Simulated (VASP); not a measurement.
AlN:

```xyz
2
Lattice="0.0000 2.2268 2.2268 2.2268 0.0000 2.2268 2.2268 2.2268 0.0000" Properties=species:S:1:pos:R:3 pbc="T T T"
Al    0.0000    0.0000    0.0000
N     1.1134    1.1134    1.1134
```

Base run:

```yaml
Program: VASP 6.6.1
Functional: RPBE
Dispersion: D3(BJ)
Potentials_or_basis: VASP PAW PBE potentials, release 64 (Al, N)
Cutoff: 600 eV
k_mesh: 10 × 10 × 10
Occupations: fermi-dirac, width 0.05 eV
Spin: no spin polarisation
```

Its results: band gap on the k mesh 3.33 eV, indirect (least direct gap 3.73 eV); pressure -22.5 GPa.

**Question.** The run is repeated on the same cell with these changes: functional from RPBE to r2SCAN; cutoff from 600 eV to 520 eV. What comes out?

**Answer.** Band gap on the k mesh 3.89 eV, indirect (least direct gap 4.36 eV); pressure -12.9 GPa.

r2SCAN gives the wider gap, since meta-GGAs in the generalised Kohn-Sham scheme recover part of the derivative discontinuity.

Caveats: the PAW data sets were made with another functional, which shifts forces and pressure a little.

A k mesh can miss the band edges.
